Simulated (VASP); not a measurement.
A run of VASP 6.6.1 is set up as follows.

Contents of INCAR:

```
SYSTEM = CsCl
PREC     = Accurate       ! precision mode
ENCUT    = 500            ! plane-wave cutoff, eV
EDIFF    = 1E-6           ! SCF threshold, eV
ISMEAR   = 0              ! smearing method
SIGMA    = 0.05           ! smearing width, eV
LREAL    = .FALSE.        ! projectors in reciprocal space
LASPH    = .TRUE.         ! aspherical terms in the spheres
NELM     = 120            ! most SCF steps
ALGO     = Normal         ! electronic algorithm
ISIF     = 2              ! what is computed and relaxed
LWAVE    = .FALSE.        ! write WAVECAR
LCHARG   = .TRUE.         ! write CHGCAR
GGA      = PE             ! functional
LELF     = .TRUE.         ! ELF
LVHAR    = .TRUE.       
NBANDS   = 15             ! bands
GGA_COMPAT= .FALSE.
```

KPOINTS

```
regular mesh
0
G
  4 4 4
  0 0 0
```

Contents of POSCAR:

```
CsCl
1.0
    4.2192757672      0.0000000000      0.0000000000
    0.0000000000      4.2192757672      0.0000000000
    0.0000000000      0.0000000000      4.2192757672
Cs Cl
1 1
Direct
    0.0000000000      0.0000000000      0.0000000000
    0.5000000000      0.5000000000      0.5000000000
```

Potentials or basis: VASP PAW PBE potentials, release 64 (Cs_sv, Cl).

The run is started by

```console
$ cat potpaw_PBE.64/Cs_sv/POTCAR potpaw_PBE.64/Cl/POTCAR > POTCAR
$ mpirun -np 1 vasp_std > vasp.out
```

Problem. What does it give for the pressure?

Solution. -0.1 GPa.

Problem. Estimate the band gap on the k mesh.

Solution. 4.96 eV.

Caveat: spin-orbit coupling is left out, which moves the levels of the heavy elements.
